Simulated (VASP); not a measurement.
GaN:

```
CELL_PARAMETERS angstrom
3.02399 0.00000 0.00000
-1.51200 2.61885 0.00000
0.00000 0.00000 4.92444
ATOMIC_POSITIONS crystal
Ga 0.33333 0.66667 0.99931
Ga 0.66667 0.33333 0.49931
N 0.33333 0.66667 0.37569
N 0.66667 0.33333 0.87569
```

This cell differs from its parent crystal: strain -5.0%.

Base run:

```yaml
Program: VASP 6.6.1
Functional: r2SCAN
Potentials_or_basis: VASP PAW PBE potentials, release 64 (Ga_d, N)
Cutoff: 520 eV
k_mesh: 12 × 12 × 6
Occupations: gaussian, width 0.01 eV
Spin: no spin polarisation
```

Its results: band gap on the k mesh 3.40 eV, direct; pressure 43.8 GPa; largest force 0.005 eV/Å.

Q: The run is repeated on the same cell with these changes: functional from r2SCAN to PBE; occupations from gaussian, width 0.01 eV to fermi-dirac, width 0.02 eV. What comes out?

A: Band gap on the k mesh 2.97 eV, direct; pressure 48.3 GPa; largest force 0.008 eV/Å.

Caveats: the PAW data sets were made with another functional, which shifts forces and pressure a little (some runs).

A k mesh can miss the band edges.
